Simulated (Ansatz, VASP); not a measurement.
## Hf in VASP and in Ansatz

INCAR

```
SYSTEM = Hf
  ALGO = Normal
  EDIFF = 1E-8
  ENCUT = 520
  ISIF = 2
  ISMEAR = -1
  LASPH = .True.
  LCHARG = .False.
  LEFG = .True.
  LREAL = .False.
  LWAVE = .False.
  NBANDS = 11
  NELM = 80
  PREC = Accurate
  SIGMA = 0.03
```

Contents of KPOINTS:

```
k-points
0
Gamma
  13 13 13
  0 0 0
```

File POSCAR:

```
Hf
1.0
    0.0000000000      2.2200000000      2.2422000000
    2.2200000000      0.0000000000      2.2422000000
    2.2200000000      2.2200000000      0.0000000000
Hf
1
Direct
    0.0000000000      0.0000000000      0.0000000000
```

Input for Ansatz:

```yaml
crystal:
  lattice:
    - [0.0, 2.22, 2.2422]
    - [2.22, 0.0, 2.2422]
    - [2.22, 2.22, 0.0]
  atoms:
    - { symbol: Hf, position: [0.0, 0.0, 0.0] }
kpoints:
  mp_grid: { grid: [13, 13, 13] }
scf:
  occupations: { method: fermi_dirac, width: 0.03 }
hamiltonian:
  xc: lda
  pseudopotentials: { kind: all_electron, datasets: crystal }
output:
  forces: true
  stress: true
  eigenvalues: true
  efg: { contact_densities: true }
```

Change from the starting cell: zz strain of +1 %, crystal datasets.

Alike in both runs: task electric field gradients; functional LDA; k mesh 13 × 13 × 13; occupations fermi-dirac, width 0.03 eV; no spin polarisation.

|  | VASP | Ansatz |
| --- | --- | --- |
| version | VASP 6.6.1 | Ansatz 0.2.0 |
| potentials or method | VASP PAW LDA potentials, release 64 (Hf_pv), cutoff 520 eV | all-electron PAW with datasets made for the crystal, scalar-relativistic |

|  | VASP | Ansatz | Ansatz less VASP |
| --- | --- | --- | --- |
| pressure (GPa) | -6.5 | -6.4 | +0.02 |
| traceless stress, the component that is largest in VASP (GPa) | -0.23 | -0.24 | -0.014 |
| size of Vzz on the site where it differs most (V/Å²) | 9.1 | 9.9 | +0.76 |

LDA's correlation is that of Perdew and Zunger in VASP and of Perdew and Wang (1992) in Ansatz. Ansatz ran all-electron here, and VASP with PAW potentials.

Spin-orbit coupling is off throughout.
